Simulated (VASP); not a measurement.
TlBr, 2 atoms in the cell. Symmetry: Pm-3m, No. 221, cubic system. The conventional cell has a = 3.946 Å, b = 3.946 Å, c = 3.946 Å, α = 90.00°, β = 90.00°, γ = 90.00°. Within 4.5 Å of Tl (site symmetry m-3m) lie 8 Br at 3.42 Å and 6 Tl at 3.95 Å. Within 4.5 Å of Br (site symmetry m-3m) lie 8 Tl at 3.42 Å and 6 Br at 3.95 Å. 

```yaml
Program: VASP 6.6.1
Task: single point
Functional: HF
Potentials_or_basis: VASP PAW PBE potentials, release 64 (Tl_d, Br)
Cutoff: 400 eV
k_mesh: 4 × 4 × 4
Occupations: gaussian, width 0.01 eV
Spin: no spin polarisation
Dipole_correction: no
Grid_for_exact_exchange_PRECFOCK: Normal
Further_INCAR_settings: ALGO = Normal; EDIFF = 1e-06; NBANDS = 17
Share_of_exact_exchange: 1
```

Potentials or basis: VASP PAW PBE potentials, release 64 (Tl_d, Br).

Run with:

```bash
$ cat potpaw_PBE.64/Tl_d/POTCAR potpaw_PBE.64/Br/POTCAR > POTCAR
$ cp INCAR.step1 INCAR
$ mpirun -np 1 vasp_std > vasp.out
$ cp INCAR.step2 INCAR
$ mpirun -np 1 vasp_std > vasp.out
```

Hardware: 1 thread of Intel(R) Xeon(R) Platinum 8488C (Sapphire Rapids), with other jobs on the host.

Q: Estimate the wall time of this run.

A: Run time: 5.9 min on 1 thread of Intel(R) Xeon(R) Platinum 8488C (Sapphire Rapids), with other jobs on the host, peak memory 0.16 GiB. Counts: k points 10.
